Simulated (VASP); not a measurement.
Wanted: the native input for a VASP 6.6.1 run.

```yaml
Task: relaxation of cell and atoms
Functional: PBE
Potentials_or_basis: VASP PAW PBE potentials, release 64 (Sn_d, Te, O)
Cutoff: 600 eV
k_mesh: 6 × 6 × 6
Occupations: gaussian, width 0.1 eV
Spin: no spin polarisation
Dipole_correction: no
Further_INCAR_settings: ALGO = Normal; EDIFF = 1e-06; IBRION = 2; EDIFFG = -0.04; NSW = 90; ISIF = 3
```

The structure of Sn2TeO2 lies in POSCAR:

```
Sn2TeO2
1.0
   -2.2460865800      2.2460865800      5.3105672100
    2.2460865800     -2.2460865800      5.3105672100
    2.2460865800      2.2460865800     -5.3105672100
Sn Te O
2 1 2
Direct
    0.6328116700      0.6328116700      0.0000000000
    0.3671883300      0.3671883300      0.0000000000
    0.0000000000      0.0000000000      0.0000000000
    0.2500000000      0.7500000000      0.5000000000
    0.7500000000      0.2500000000      0.5000000000
```

The cell was built from a structure type or drawn by symmetry, and may not be a known phase.

These files were run (other wordings do the same):

INCAR

```
SYSTEM = Sn2TeO2
PREC = Accurate
ENCUT = 600
EDIFF = 1E-6
ISMEAR = 0
SIGMA = 0.1
LREAL = .FALSE.
LASPH = .TRUE.
NELM = 80
ALGO = Normal
ISIF = 3
LWAVE = .FALSE.
LCHARG = .FALSE.
GGA = PE
IBRION = 2
NSW = 90
EDIFFG = -0.04
```

KPOINTS

```
regular mesh
0
G
  6 6 6
  0 0 0
```

Potentials or basis: VASP PAW PBE potentials, release 64 (Sn_d, Te, O).

Launch:

```bash
$ cat potpaw_PBE.64/Sn_d/POTCAR potpaw_PBE.64/Te/POTCAR potpaw_PBE.64/O/POTCAR > POTCAR
$ mpirun -np 1 vasp_std > vasp.out
```

It gave:

* Relaxed volume: 18.63 Å³/atom
* Relaxed cell: a = 6.991 Å, b = 6.991 Å, c = 6.991 Å, α = 148.47°, β = 148.47°, γ = 45.20°
* Space group after relaxing (to 0.1 Å): I4/mmm (No. 139)
* Energy gained by relaxing: 627.4 meV/atom
* Ionic steps: 12
* Pressure after relaxing: 0.0 GPa
* Largest force after relaxing: 0.011 eV/Å
* Band gap on the k mesh: zero (bands 23 and 24 overlap by 1.74 eV)

Caveat: spin-orbit coupling is left out, which moves the levels of the heavy elements.

Wall time 30 min on 1 thread of Oxide Virtual Turin-like Processor, on a shared host, peak memory 0.42 GiB.
